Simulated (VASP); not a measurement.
# ScGa5S (P4mm) in VASP: single point with PBE

Aim: the single point of ScGa5S with PBE.

All numbers are computed with VASP 6.6.1; they aren't measurements. Logs are shortened: lines on timing, memory, paths and dates and some standing lists are left out, and cuts for length are marked.

## (1) The cell of the first run

The structure is tetragonal, space group P4mm (No. 99). The conventional cell has a = 5.241 Å, b = 5.241 Å, c = 6.606 Å, α = 90.00°, β = 90.00°, γ = 90.00°. Within 3.2 Å of Sc (site symmetry 4mm) lie 1 S at 2.45 Å and 4 Ga at 2.87 Å. Ga (site symmetry m) has 5 Ga at 2.61 to 2.99 Å and 1 S at 2.68 Å and 1 Sc at 2.87 Å within 3.4 Å. Ga (site symmetry 4mm) has 4 Ga at 2.99 Å and 4 Sc at 3.71 Å within 3.9 Å. S (site symmetry 4mm) has 1 Sc at 2.45 Å and 4 Ga at 2.68 Å within 3.2 Å.

## (2) Single point, PBE

INCAR reads:

```
SYSTEM = ScGa5S
  ALGO = Normal
  EDIFF = 1E-6
  ENCUT = 520
  GGA = PE
  ISIF = 2
  ISMEAR = 0
  LASPH = .TRUE.
  LCHARG = .TRUE.
  LELF = .TRUE.
  LREAL = .FALSE.
  LVHAR = .TRUE.
  LWAVE = .FALSE.
  NBANDS = 50
  NELM = 60
  PREC = Accurate
  SIGMA = 0.2
```

KPOINTS reads:

```
k-points
0
G
  4 4 2
  0 0 0
```

POSCAR reads:

```
ScGa5S
1.0
    5.2406782597      0.0000000000      0.0000000000
    0.0000000000      5.2406782597      0.0000000000
    0.0000000000      0.0000000000      6.6062408740
Sc Ga S
1 5 1
Direct
    0.5000000000      0.5000000000      0.1735330959
    0.7485509895      0.7485509895      0.5074804779
    0.2514490105      0.2514490105      0.5074804779
    0.2514490105      0.7485509895      0.5074804779
    0.7485509895      0.2514490105      0.5074804779
    0.0000000000      0.0000000000      0.1529571013
    0.5000000000      0.5000000000      0.8022646111
```

Potentials or basis: VASP PAW PBE potentials, release 64 (Sc_sv, Ga_d, S).

Command:

```console
> cat potpaw_PBE.64/Sc_sv/POTCAR potpaw_PBE.64/Ga_d/POTCAR potpaw_PBE.64/S/POTCAR > POTCAR
> mpirun -np 1 vasp_std > vasp.out
```

OUTCAR:

```text
SYSTEM = ScGa5S
   EDIFF = 1E-6
   ENCUT = 520
   GGA = PE
   ISIF = 2
   ISMEAR = 0
   LASPH = .TRUE.
   LREAL = .FALSE.
   NELM = 60
   PREC = Accurate

 ion  position               nearest neighbor table
   1  0.500  0.500  0.174-   7 2.45   3 2.87   4 2.87   5 2.87   2 2.87
   2  0.749  0.749  0.507-   4 2.61   5 2.61   4 2.64   5 2.64   7 2.68   1 2.87
   3  0.251  0.251  0.507-   4 2.61   5 2.61   4 2.64   5 2.64   7 2.68   1 2.87
   4  0.251  0.749  0.507-   2 2.61   3 2.61   3 2.64   2 2.64   7 2.68   1 2.87
   5  0.749  0.251  0.507-   2 2.61   3 2.61   3 2.64   2 2.64   7 2.68   1 2.87
   6  0.000  0.000  0.153-
   7  0.500  0.500  0.802-   1 2.45   2 2.68   3 2.68   4 2.68   5 2.68

  LATTYP: Found a simple tetragonal cell.
 ALAT       =     5.2406782597
 C/A-ratio  =     1.2605698245

  Lattice vectors:

 A1 = (   5.2406782597,   0.0000000000,   0.0000000000)
 A2 = (   0.0000000000,   5.2406782597,   0.0000000000)
 A3 = (   0.0000000000,   0.0000000000,   6.6062408740)

Analysis of symmetry for initial positions (statically):
=====================================================================
 Subroutine PRICEL returns:
 Original cell was already a primitive cell.

 Routine SETGRP: Setting up the symmetry group for a
 simple tetragonal supercell.

 Subroutine GETGRP returns: Found  8 space group operations
 (whereof  8 operations were pure point group operations)
 out of a pool of 16 trial point group operations.

The static configuration has the point symmetry C_4v.

Analysis of symmetry for dynamics (positions and initial velocities):
=====================================================================
 Subroutine PRICEL returns:
 Original cell was already a primitive cell.

 Routine SETGRP: Setting up the symmetry group for a
 simple tetragonal supercell.

 Subroutine GETGRP returns: Found  8 space group operations
 (whereof  8 operations were pure point group operations)
 out of a pool of 16 trial point group operations.

The dynamic configuration has the point symmetry C_4v.

 Subroutine INISYM returns: Found  8 space group operations
 (whereof  8 operations are pure point group operations),
 and found     1 'primitive' translations

----------------------------------------------------------------------------------------

                                     Primitive cell

  volume of cell :     181.4385

  direct lattice vectors                    reciprocal lattice vectors
     5.240678260  0.000000000  0.000000000     0.190814996  0.000000000  0.000000000
     0.000000000  5.240678260  0.000000000     0.000000000  0.190814996  0.000000000
     0.000000000  0.000000000  6.606240874     0.000000000  0.000000000  0.151372016

  length of vectors
     5.240678260  5.240678260  6.606240874     0.190814996  0.190814996  0.151372016

  position of ions in fractional coordinates (direct lattice)
     0.500000000  0.500000000  0.173533096
     0.748550990  0.748550990  0.507480478
     0.251449010  0.251449010  0.507480478
     0.251449010  0.748550990  0.507480478
     0.748550990  0.251449010  0.507480478
     0.000000000  0.000000000  0.152957101
     0.500000000  0.500000000  0.802264611

  ion indices of the primitive-cell ions
   primitive index   ion index
                 1           1
                 2           2
                 3           3
                 4           4
                 5           5
                 6           6
                 7           7

----------------------------------------------------------------------------------------

 KPOINTS: k-points

Automatic generation of k-mesh.
 Grid dimensions read from file:
 generate k-points for:    4    4    2

 Generating k-lattice:

  Cartesian coordinates                     Fractional coordinates (reciprocal lattice)
     0.047703749  0.000000000  0.000000000     0.250000000  0.000000000  0.000000000
     0.000000000  0.047703749  0.000000000     0.000000000  0.250000000  0.000000000
     0.000000000  0.000000000  0.075686008     0.000000000  0.000000000  0.500000000

  Length of vectors
     0.047703749  0.047703749  0.075686008

  Shift w.r.t. Gamma in fractional coordinates (k-lattice)
     0.000000000  0.000000000  0.000000000

 Subroutine IBZKPT returns following result:
 ===========================================

 Found     12 irreducible k-points:

 Following reciprocal coordinates:
            Coordinates               Weight
  0.000000  0.000000  0.000000      1.000000
  0.250000  0.000000  0.000000      4.000000
  0.500000  0.000000  0.000000      2.000000
  0.250000  0.250000  0.000000      4.000000
  0.500000  0.250000  0.000000      4.000000
  0.500000  0.500000  0.000000      1.000000
  0.000000  0.000000  0.500000      1.000000
  0.250000  0.000000  0.500000      4.000000
  0.500000  0.000000  0.500000      2.000000
  0.250000  0.250000  0.500000      4.000000
  0.500000  0.250000  0.500000      4.000000
  0.500000  0.500000  0.500000      1.000000
   k-points           NKPTS =     12   k-points in BZ     NKDIM =     12   number of bands    NBANDS=     50
   number of dos      NEDOS =    301   number of ions     NIONS =      7
   total plane-waves  NPLWV =  80000
   dimension x,y,z NGX =    40 NGY =   40 NGZ =   50
   dimension x,y,z NGXF=    80 NGYF=   80 NGZF=  100
   ions per type =               1   5   1
   NGX,Y,Z   is equivalent  to a cutoff of  12.69, 12.69, 12.58 a.u.
   NGXF,Y,Z  is equivalent  to a cutoff of  25.38, 25.38, 25.16 a.u.
 SYSTEM =  ScGa5S
   PREC   = accura    normal or accurate (medium, high low for compatibility)
   ISTART =      0    job   : 0-new  1-cont  2-samecut
   ICHARG =      2    charge: 1-file 2-atom 10-const
   ISPIN  =      1    spin polarized calculation?
   LNONCOLLINEAR =      F non collinear calculations
   LSORBIT =      F    spin-orbit coupling
   LASPH  =      T    aspherical Exc in radial PAW
   ENCUT  =  520.0 eV  38.22 Ry    6.18 a.u.   9.74  9.74 12.28*2*pi/ulx,y,z
   NELM   =     60;   NELMIN=  2; NELMDL= -5     # of ELM steps
   EDIFF  = 0.1E-05   stopping-criterion for ELM
   LREAL  =      F    real-space projection
   EDIFFG = 0.1E-04   stopping-criterion for IOM
   NSW    =      0    number of steps for IOM
   IBRION =     -1    ionic relax: 0-MD 1-quasi-New 2-CG
   NFREE  =      0    steps in history (QN), initial steepest desc. (CG)
   ISIF   =      2    stress and relaxation
   ISYM   =      2    0-nonsym 1-usesym 2-fastsym
   POTIM  = 0.5000    time-step for ionic-motion
   TEBEG  =    0.0;   TEEND  =   0.0 temperature during run
   PSTRESS=    0.0 pullay stress
   NELECT =      82.0000    total number of electrons
   NUPDOWN=      -1.0000    fix difference up-down
   EMIN   =  10.00;   EMAX   =-10.00  energy-range for DOS
   EFERMI =   0.00;   METHOD = LEGACY
   ISMEAR =     0;   SIGMA  =   0.20  broadening in eV -4-tet -1-fermi 0-gaus
   EFERMI_NEDOS =   21; number of points for ismear=-14 and -15
   IALGO  =     38    algorithm
   IMIX   =      4    mixing-type and parameters
     AMIX     =   0.40;   BMIX     =  1.00
     AMIX_MAG =   1.60;   BMIX_MAG =  1.00
  volume/ion in A,a.u.               =      25.92       174.92
  Fermi-wavevector in a.u.,A,eV,Ry     =   1.256328  2.374115 21.474886  1.578360
  Thomas-Fermi vector in A             =   2.390041
   LORBIT       =      0    0 simple, 1 ext, 2 COOP (PROOUT), +10 PAW based schemes
   GGA     = PE    functional components
   LHFCALC =     F    Hartree Fock is set to
   AEXX    =    0.0000 exact exchange contribution
   IVDW    =     0    specifies the selected vdW correction
   LEPSILON=     F    determine dielectric tensor
   LRPA    =     F    only Hartree local field effects (RPA)
 non-spin polarized calculation
 Gauss-broadening in eV      SIGMA  =   0.20
  energy-cutoff  :      520.00
  volume of cell :      181.44
 maximum number of plane-waves:      4905
 NGX is ok and might be reduce to    40
   NGX = 19   NGY = 19   NGZ = 25

 number of electron      81.9999954 magnetization

 Free energy of the ion-electron system (eV)
  ---------------------------------------------------
  ext. energy  EPLUGINS =         0.00000000
  ---------------------------------------------------
  free energy    TOTEN  =       -24.34675264 eV

  energy without entropy =      -24.23621730  energy(sigma->0) =      -24.29148497

 E-fermi :   3.0256     XC(G=0):  -9.0210

 val. band max:        2.9564203853   @ k =   0.2500   0.0000   0.5000
 cond. band min:       3.0659011549   @ k =   0.5000   0.2500   0.5000
 fundamental gap:      0.1094807696
 Fermi energy:         3.0256136599

 k-point     1 :       0.0000    0.0000    0.0000
  band No.  band energies     occupation
      1     -47.1630      2.00000
      2     -25.8777      2.00000
      3     -25.8777      2.00000
      4     -25.6368      2.00000
      5     -12.1876      2.00000
      6     -12.1290      2.00000
[... 42 lines left out ...]
     49       6.0945      0.00000
     50       6.0945      0.00000

 k-point     2 :       0.2500    0.0000    0.0000
  band No.  band energies     occupation
      1     -47.1630      2.00000
      2     -25.8781      2.00000
      3     -25.8777      2.00000
      4     -25.6368      2.00000
      5     -12.1456      2.00000
      6     -12.0891      2.00000
[... 42 lines left out ...]
     49       5.8308      0.00000
     50       6.7337      0.00000

 k-point     3 :       0.5000    0.0000    0.0000
  band No.  band energies     occupation
      1     -47.1630      2.00000
      2     -25.8784      2.00000
      3     -25.8777      2.00000
      4     -25.6367      2.00000
      5     -12.0898      2.00000
      6     -12.0834      2.00000
[... 42 lines left out ...]
     49       6.2690      0.00000
     50       6.2730      0.00000

 k-point     4 :       0.2500    0.2500    0.0000
  band No.  band energies     occupation
      1     -47.1630      2.00000
      2     -25.8780      2.00000
      3     -25.8780      2.00000
      4     -25.6367      2.00000
      5     -12.0870      2.00000
      6     -12.0546      2.00000
[... 42 lines left out ...]
     49       6.1422      0.00000
     50       6.2113      0.00000

 k-point     5 :       0.5000    0.2500    0.0000
  band No.  band energies     occupation
      1     -47.1630      2.00000
      2     -25.8784      2.00000
      3     -25.8780      2.00000
      4     -25.6367      2.00000
      5     -12.0136      2.00000
      6     -12.0061      2.00000
[... 42 lines left out ...]
     49       6.0867      0.00000
     50       6.8545      0.00000

 k-point     6 :       0.5000    0.5000    0.0000
  band No.  band energies     occupation
      1     -47.1630      2.00000
      2     -25.8783      2.00000
      3     -25.8783      2.00000
      4     -25.6366      2.00000
      5     -11.9475      2.00000
      6     -11.9441      2.00000
[... 42 lines left out ...]
     49       6.9772      0.00000
     50       7.0666      0.00000

 k-point     7 :       0.0000    0.0000    0.5000
  band No.  band energies     occupation
      1     -47.1630      2.00000
      2     -25.8777      2.00000
      3     -25.8777      2.00000
      4     -25.6370      2.00000
      5     -12.1876      2.00000
      6     -12.1292      2.00000
[... 42 lines left out ...]
     49       4.8350      0.00000
     50       4.9608      0.00000

 k-point     8 :       0.2500    0.0000    0.5000
  band No.  band energies     occupation
      1     -47.1630      2.00000
      2     -25.8781      2.00000
      3     -25.8777      2.00000
      4     -25.6370      2.00000
      5     -12.1456      2.00000
      6     -12.0907      2.00000
[... 42 lines left out ...]
     49       5.6298      0.00000
     50       6.9936      0.00000

 k-point     9 :       0.5000    0.0000    0.5000
  band No.  band energies     occupation
      1     -47.1630      2.00000
      2     -25.8784      2.00000
      3     -25.8777      2.00000
      4     -25.6369      2.00000
      5     -12.0898      2.00000
      6     -12.0834      2.00000
[... 42 lines left out ...]
     49       6.1769      0.00000
     50       6.3279      0.00000

 k-point    10 :       0.2500    0.2500    0.5000
  band No.  band energies     occupation
      1     -47.1630      2.00000
      2     -25.8780      2.00000
      3     -25.8780      2.00000
      4     -25.6369      2.00000
      5     -12.0870      2.00000
      6     -12.0571      2.00000
[... 42 lines left out ...]
     49       5.7624      0.00000
     50       6.6218      0.00000

 k-point    11 :       0.5000    0.2500    0.5000
  band No.  band energies     occupation
      1     -47.1630      2.00000
      2     -25.8784      2.00000
      3     -25.8780      2.00000
      4     -25.6369      2.00000
      5     -12.0149      2.00000
      6     -12.0063      2.00000
[... 42 lines left out ...]
     49       5.8170      0.00000
     50       6.5802      0.00000

 k-point    12 :       0.5000    0.5000    0.5000
  band No.  band energies     occupation
      1     -47.1630      2.00000
      2     -25.8783      2.00000
      3     -25.8783      2.00000
      4     -25.6369      2.00000
      5     -11.9486      2.00000
      6     -11.9477      2.00000
[... 42 lines left out ...]
     49       6.4359      0.00000
     50       7.0329      0.00000

------------------------ aborting loop because EDIFF is reached ----------------------------------------

  FORCE on cell =-STRESS in cart. coord.  units (eV):
  Direction    XX          YY          ZZ          XY          YZ          ZX
  --------------------------------------------------------------------------------------
  -------------------------------------------------------------------------------------
  Total        0.3935159      0.3935159     -0.0999229      0.0000000      0.0000000      0.0000000
  in kB        3.4749092      3.4749092     -0.8823607      0.0000000      0.0000000      0.0000000
  external PRESSURE =       2.0224859 kB  Pullay stress =       0.0000000 kB

 VOLUME and BASIS-vectors are now :
 -----------------------------------------------------------------------------
  energy-cutoff  :      520.00
  volume of cell :      181.44
      direct lattice vectors                 reciprocal lattice vectors
     5.240678260  0.000000000  0.000000000     0.190814996  0.000000000  0.000000000
     0.000000000  5.240678260  0.000000000     0.000000000  0.190814996  0.000000000
     0.000000000  0.000000000  6.606240874     0.000000000  0.000000000  0.151372016

 POSITION                                       TOTAL-FORCE (eV/Angst)
 -----------------------------------------------------------------------------------
      2.62034      2.62034      1.14640         0.000000      0.000000      0.015854
      3.92291      3.92291      3.35254         0.076438      0.076438     -0.027880
      1.31776      1.31776      3.35254        -0.076438     -0.076438     -0.027880
      1.31776      3.92291      3.35254        -0.076438      0.076438     -0.027880
      3.92291      1.31776      3.35254         0.076438     -0.076438     -0.027880
      0.00000      0.00000      1.01047         0.000000      0.000000      0.043635
      2.62034      2.62034      5.29995         0.000000      0.000000      0.052030
 -----------------------------------------------------------------------------------
    total drift:                                0.000000     -0.000000      0.000361

  FREE ENERGIE OF THE ION-ELECTRON SYSTEM (eV)
  ---------------------------------------------------
  free  energy   TOTEN  =       -24.3467526415 eV

  energy  without entropy=      -24.2362173001  energy(sigma->0) =      -24.29148497
```

Run time: 1.9 min. Hardware: 1 thread of Intel Xeon Platinum 8488C (Sapphire Rapids), shared host; peak memory 0.31 GiB.

Results:

| Property | Result |
| --- | --- |
| Free energy | -24.3468 eV |
| Pressure | 0.2 GPa |
| Largest force | 0.112 eV/Å |
| Band gap on the k mesh | zero (band 41 reaches 4.10 eV, above the bottom of band 42 at 2.89 eV) |

Forces in eV/Å, atoms in the order of the input:
```
Sc   0.000  0.000  0.016
Ga   0.076  0.076 -0.028
Ga  -0.076 -0.076 -0.028
Ga  -0.076  0.076 -0.028
Ga   0.076 -0.076 -0.028
Ga   0.000  0.000  0.044
S    0.000  0.000  0.052
```

Levels at points of the mesh, in eV from the Fermi level:
```
           k point  band 37  band 38  band 39  band 40  band 41  band 42  band 43  band 44  band 45  band 46
(0.00, 0.00, 0.00)    -2.96    -2.60    -2.60    -0.60    -0.07    -0.07     0.13     1.08     1.08     1.08
(0.50, 0.00, 0.00)    -3.34    -2.00    -1.91    -1.82    -0.57     0.43     0.55     1.17     1.65     2.23
(0.50, 0.50, 0.00)    -3.05    -3.05    -0.43    -0.43    -0.10     0.99     1.21     1.21     1.29     1.32
(0.00, 0.00, 0.50)    -2.60    -2.60    -2.03     0.21     0.26     0.26     0.83     0.88     1.35     1.35
(0.50, 0.00, 0.50)    -2.62    -1.73    -1.64    -1.60    -0.74     0.05     0.10     1.26     1.27     2.22
(0.50, 0.50, 0.50)    -3.24    -2.33     0.15     0.15     1.07     1.07     1.16     1.18     1.32     1.60
```

Caveat: the k points lie up to 0.48 Å⁻¹ apart.
